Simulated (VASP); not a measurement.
A run of VASP 6.6.1:

File INCAR:

```
SYSTEM = SnPb3S4
PREC = Accurate
ENCUT = 500
EDIFF = 1E-6
ISMEAR = 0
SIGMA = 0.2
LREAL = .FALSE.
LASPH = .TRUE.
NELM = 120
ALGO = Normal
ISIF = 2
LWAVE = .FALSE.
LCHARG = .TRUE.
GGA = PE
LELF = .TRUE.
LVHAR = .TRUE.
NBANDS = 50
GGA_COMPAT = .FALSE.
```

Contents of KPOINTS:

```
Automatic mesh
0
G
  6 4 4
  0 0 0
```

POSCAR

```
SnPb3S4
1.0
    0.0002243414     -0.0002204258      4.2177065132
    4.2475100201     -5.9933028335      0.0002081472
    4.2332431774      5.9831199859      0.0001268073
Sn Pb S
1 3 4
Direct
    0.5003154339      0.5164053238      0.5020823880
    0.0000795081      0.0073581101      0.5020907595
    0.0001392090      0.5028231874      0.0009521401
    0.5001408623      0.0124315937      0.0037173770
   -0.0002850002      0.2448695572      0.2438474759
   -0.0002612307      0.7345811912      0.7330003750
    0.4999299035      0.2433763229      0.7545175619
    0.4999413141      0.7381547137      0.2597919227
```

Potentials or basis: VASP PAW PBE potentials, release 64 (Sn_d, Pb_d, S).

Run with:

```console
$ cat potpaw_PBE.64/Sn_d/POTCAR potpaw_PBE.64/Pb_d/POTCAR potpaw_PBE.64/S/POTCAR > POTCAR
$ mpirun -np 1 vasp_std > vasp.out
```

Hardware: 1 thread of Oxide Virtual Turin-like Processor (shared host).

Task: How long does it take, and how much memory?

Result: It took 14 min on 1 thread of Oxide Virtual Turin-like Processor (shared host), peak memory 0.54 GiB. Counts: scf iterations 13, k points 52.
